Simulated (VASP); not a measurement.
Write the native input for VASP 6.6.1 that does the following.

```
Task                   : single point
Functional             : revPBE
Potentials or basis    : VASP PAW PBE potentials, release 64 (Se)
Cutoff                 : 520 eV
k mesh                 : 7 × 7 × 6
Occupations            : fermi-dirac, width 0.05 eV
Spin                   : no spin polarisation
Dipole correction      : no
Further INCAR settings : ALGO = Normal; EDIFF = 1e-06; NBANDS = 16
```

The structure of Se lies in POSCAR:

```
Se
1.0
    4.3368957613      0.0000000000      0.0000000000
   -2.1684478807      3.7558619029      0.0000000000
    0.0000000000      0.0000000000      4.9203533607
Se
3
Direct
    0.7746000000      0.7746000000      0.0000000000
    0.0000000000      0.2254000000      0.6666666667
    0.2254000000      0.0000000000      0.3333333333
```

The input as run:

INCAR

```
PREC = Accurate ; ENCUT = 520
EDIFF = 1E-6 ; ISMEAR = -1
SIGMA = 0.05 ; LREAL = False
LASPH = True ; NELM = 60
ALGO = Normal ; ISIF = 2
LWAVE = False ; LCHARG = False
GGA = RE ; NBANDS = 16
```

KPOINTS

```
regular mesh
0
Gamma
  7 7 6
```

Potentials or basis: VASP PAW PBE potentials, release 64 (Se).

Launch:

```console
$ cat potpaw_PBE.64/Se/POTCAR > POTCAR
$ mpirun -np 1 vasp_std > vasp.out
```

It gave:

```
Pressure               : 5.5 GPa
Largest force          : 0.641 eV/Å
Band gap on the k mesh : 1.25 eV (least direct gap 1.52 eV)
```

Caveat: the cell stands under pressure; the PAW data sets were made with another functional, which shifts forces and pressure a little.

Wall time 64 s on 1 thread of Intel Xeon 8259CL, on a shared host, peak memory 0.2 GiB.
